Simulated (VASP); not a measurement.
The system is Ag.

```
Ag
1.0
     0.00000    2.81000    2.81000
     2.81000    0.00000    2.81000
     2.81000    2.81000    0.00000
Ag
2
Cartesian
  5.6200 5.6200 5.6200
  1.4050 1.4050 1.4050
```

This isn't the form of Ag at room conditions, which is fcc.

```yaml
Program: VASP 6.6.1
Task: relaxation of cell and atoms
Functional: PBEsol
Potentials_or_basis: VASP PAW PBE potentials, release 64 (Ag)
Cutoff: 500 eV
k_mesh: 13 × 13 × 13
Occupations: fermi-dirac, width 0.1 eV
Spin: no spin polarisation
```

At the start: pressure 16.2 GPa; volume 22.19 Å³/atom.

Problem. Where does the relaxation end?

Solution. Over 4 steps the energy falls by 211.7 meV/atom and the volume is 27.47 Å³/atom (+23.8 %); space group Fd-3m (No. 227, to 0.1 Å) before and after.

The path:
```
step  energy change (eV)  largest force (eV/Å)  pressure (GPa)  volume (Å³)
   1              0.0000                0.0000           16.16        44.38
   2             -0.3642                0.0000           -3.16        60.36
   3             -0.4234                0.0000            0.17        54.69
   4             -0.4235                0.0000           -0.04        54.95
```

Final structure:
```xyz
2
Lattice="0.0000 3.0175 3.0175 3.0175 0.0000 3.0175 3.0175 3.0175 0.0000" Properties=species:S:1:pos:R:3 pbc="T T T"
Ag    6.0349    6.0349    6.0349
Ag    1.5087    1.5087    1.5087
```

Caveat: the volume moved by over 15 % at a fixed basis, so the end points are rough; the PAW data sets were made with another functional, which shifts forces and pressure a little.
